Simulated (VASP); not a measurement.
Mg11Zn5O16:

```
O Mg Zn
1.0
     8.46025    0.00000    0.00000
     0.00000    8.46025    0.00000
     0.00000    0.00000    8.46025
O Mg Zn
32 22 10
Direct
  0.25091 0.00112 0.00230
  0.24765 0.99879 0.49758
  0.25049 0.49884 0.99398
  0.24716 0.49926 0.50175
  0.75301 0.99641 0.99794
  0.75032 0.99973 0.50093
  0.74878 0.49826 0.99904
  0.74940 0.49986 0.49578
  0.00040 0.25110 0.00347
  0.00068 0.25190 0.49754
  0.00237 0.75043 0.00193
  0.00299 0.75224 0.49993
  0.49947 0.25256 0.99834
  0.49847 0.24781 0.50137
  0.49517 0.75168 0.99687
  0.50077 0.75100 0.49824
  0.99994 0.99736 0.24585
  0.00050 0.99827 0.74835
  0.00311 0.50151 0.24861
  0.00128 0.50066 0.74780
  0.49753 0.00245 0.24688
  0.50152 0.00140 0.75230
  0.50064 0.49949 0.25622
  0.50255 0.49713 0.74738
  0.24991 0.24736 0.24989
  0.25115 0.25421 0.75086
  0.25085 0.75292 0.24979
  0.25030 0.74981 0.74932
  0.75199 0.24957 0.24977
  0.74966 0.24914 0.75293
  0.75075 0.74863 0.25282
  0.74340 0.74910 0.75145
  0.00021 0.00100 0.00197
  0.00064 0.99987 0.49831
  0.00175 0.49963 0.49519
  0.50264 0.99751 0.99838
  0.49489 0.50300 0.00285
  0.49827 0.49823 0.50113
  0.25381 0.75085 0.00204
  0.24844 0.74869 0.50038
  0.75142 0.25450 0.99781
  0.75564 0.25414 0.49981
  0.74951 0.75036 0.00160
  0.24582 0.00205 0.24988
  0.25300 0.99585 0.75109
  0.25178 0.50239 0.24880
  0.74907 0.99788 0.24968
  0.74905 0.50170 0.25228
  0.74941 0.50092 0.74959
  0.00096 0.25028 0.24856
  0.99976 0.24703 0.75078
  0.49880 0.24850 0.25042
  0.49847 0.24773 0.75113
  0.50290 0.74623 0.75027
  0.99850 0.49942 0.00325
  0.49587 0.00256 0.50023
  0.24604 0.24827 0.00476
  0.25362 0.24949 0.50459
  0.75092 0.75338 0.49785
  0.25158 0.49915 0.74765
  0.75160 0.99867 0.75003
  0.00274 0.74778 0.25258
  0.99867 0.75201 0.74998
  0.50511 0.74947 0.24805
```

```yaml
Program: VASP 6.6.1
Task: relaxation of volume and atoms at fixed shape
Functional: PBEsol
Potentials_or_basis: VASP PAW PBE potentials, release 64 (O, Mg, Zn)
Cutoff: 600 eV
k_mesh: 1 × 1 × 1, shifted
Occupations: fermi-dirac, width 0.05 eV
Spin: no spin polarisation
```

At the start: pressure 0.4 GPa; volume 9.46 Å³/atom.

Question: How do energy, volume and symmetry change on relaxing?

Answer: Over 10 steps the energy falls by 9.9 meV/atom and the volume is 9.45 Å³/atom (-0.1 %); space group P1 (No. 1, to 0.1 Å) before and after.

The path:
```tsv
step	energy change (eV)	largest force (eV/Å)	pressure (GPa)	volume (Å³)
1	0.0000	1.1053	0.40	605.55
2	-0.5287	0.2998	-0.62	607.61
3	-0.5481	0.3221	-0.80	608.09
4	-0.6138	0.1392	0.27	603.96
5	-0.6170	0.1134	0.59	602.79
6	-0.6312	0.0619	-0.08	605.17
7	-0.6314	0.0658	-0.15	605.48
8	-0.6351	0.0312	-0.04	605.05
9	-0.6355	0.0360	0.01	604.85
10	-0.6364	0.0136	0.02	604.83
```

Final structure:
```
CELL_PARAMETERS angstrom
8.45688 0.00000 0.00000
0.00000 8.45688 0.00000
0.00000 0.00000 8.45688
ATOMIC_POSITIONS crystal
O 0.24992 0.99589 0.00047
O 0.24706 0.99647 0.49955
O 0.25242 0.50300 0.00283
O 0.25010 0.50355 0.49673
O 0.75036 0.99929 0.00339
O 0.75284 0.00172 0.49737
O 0.74732 0.50059 0.00042
O 0.75034 0.49766 0.49947
O 0.99726 0.24712 0.99969
O 0.99722 0.25006 0.50059
O 0.00003 0.75241 0.99928
O 0.00276 0.75004 0.50049
O 0.50329 0.24976 0.99941
O 0.50281 0.25269 0.50066
O 0.50033 0.74979 0.99624
O 0.49792 0.74748 0.50268
O 0.00054 0.00356 0.25020
O 0.00313 0.00350 0.74992
O 0.00030 0.49675 0.25304
O 0.99826 0.49706 0.74722
O 0.49985 0.00323 0.24732
O 0.49732 0.00060 0.75262
O 0.50000 0.49643 0.25001
O 0.50304 0.49955 0.74961
O 0.25026 0.24974 0.25002
O 0.25053 0.24755 0.75022
O 0.25051 0.75000 0.24967
O 0.25337 0.75274 0.74989
O 0.75021 0.25014 0.25005
O 0.75023 0.25299 0.75035
O 0.75004 0.74989 0.24729
O 0.74779 0.74780 0.75258
Mg 0.00011 0.99975 0.99986
Mg 0.99977 0.99953 0.50040
Mg 0.00047 0.50061 0.50023
Mg 0.50014 0.99963 0.99992
Mg 0.49972 0.49975 0.99963
Mg 0.49999 0.50013 0.49977
Mg 0.24974 0.74928 0.99946
Mg 0.25050 0.75008 0.49993
Mg 0.75025 0.25006 0.00011
Mg 0.75012 0.24958 0.50032
Mg 0.75061 0.74988 0.99973
Mg 0.25039 0.99980 0.25018
Mg 0.25016 0.00001 0.74976
Mg 0.24984 0.49991 0.24967
Mg 0.74997 0.99935 0.25055
Mg 0.75039 0.50060 0.25017
Mg 0.75071 0.50047 0.74980
Mg 0.00026 0.25010 0.24992
Mg 0.00090 0.25054 0.75034
Mg 0.50011 0.24979 0.25035
Mg 0.49987 0.24989 0.74974
Mg 0.50084 0.75046 0.74937
Zn 0.99957 0.49958 0.00015
Zn 0.49982 0.00024 0.50002
Zn 0.25057 0.24904 0.00032
Zn 0.24936 0.25009 0.49990
Zn 0.74996 0.74945 0.50012
Zn 0.25093 0.50049 0.74966
Zn 0.75030 0.00088 0.75073
Zn 0.00069 0.75059 0.24998
Zn 0.00072 0.75037 0.74979
Zn 0.49988 0.74953 0.24898
```

Caveat: the PAW data sets were made with another functional, which shifts forces and pressure a little.
